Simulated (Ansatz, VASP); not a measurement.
**One calculation of BP, two programs**

The input INCAR:

```
  PREC = Accurate
  ENCUT = 500
  EDIFF = 1E-6
  ISMEAR = 0
  SIGMA = 0.05
  LREAL = False
  LASPH = True
  NELM = 120
  ALGO = Normal
  ISIF = 2
  LWAVE = False
  LCHARG = False
  NBANDS = 11
  GGA_COMPAT = False
```

The input KPOINTS:

```
Automatic mesh
0
Gamma
  10 10 10
```

File POSCAR:

```
BP
1.0
    0.0000000000      2.0874800000      2.3597600000
    2.0874800000      0.0000000000      2.3597600000
    2.0874800000      2.0874800000      0.0000000000
B P
1 1
Direct
    0.0000000000      0.0000000000      0.0000000000
    0.7500000000      0.7500000000      0.7500000000
```

Input for Ansatz:

```yaml
crystal:
  lattice:
    - [0.0, 2.08748, 2.35976]
    - [2.08748, 0.0, 2.35976]
    - [2.08748, 2.08748, 0.0]
  atoms:
    - { symbol: B, position: [0.0, 0.0, 0.0] }
    - { symbol: P, position: [0.75, 0.75, 0.75] }
basis:
  ecutwfc: 420
kpoints:
  mp_grid: { grid: [10, 10, 10] }
hamiltonian:
  xc: lda
scf:
  occupations: { method: gaussian, width: 0.05 }
output:
  forces: true
  stress: true
  eigenvalues: true
```

Change from the starting cell: strain -0.080 along x and y, +0.040 along z, atoms carried along.

Alike in both runs: task single point; functional LDA; k mesh 10 × 10 × 10; occupations gaussian, width 0.05 eV; no spin polarisation.

|  | VASP | Ansatz |
| --- | --- | --- |
| version | VASP 6.6.1 | Ansatz 0.2.0 |
| potentials or method | VASP PAW LDA potentials, release 64 (B, P), cutoff 500 eV | scalar-relativistic, plane waves, PAW |
| valence electrons in the cell | 8 | 8 |

|  | VASP | Ansatz | Ansatz less VASP |
| --- | --- | --- | --- |
| gap on the k mesh at the Fermi level (eV) | 0.06 | 0.06 | +0.002 |
| least direct gap on the mesh (eV) | 3.00 | 3.00 | 0.000 |
| pressure (GPa) | 19.5 | 19.7 | +0.18 |
| traceless stress, the component that is largest in VASP (GPa) | -28.21 | -28.18 | +0.034 |

LDA's correlation is that of Perdew and Zunger in VASP and of Perdew and Wang (1992) in Ansatz.
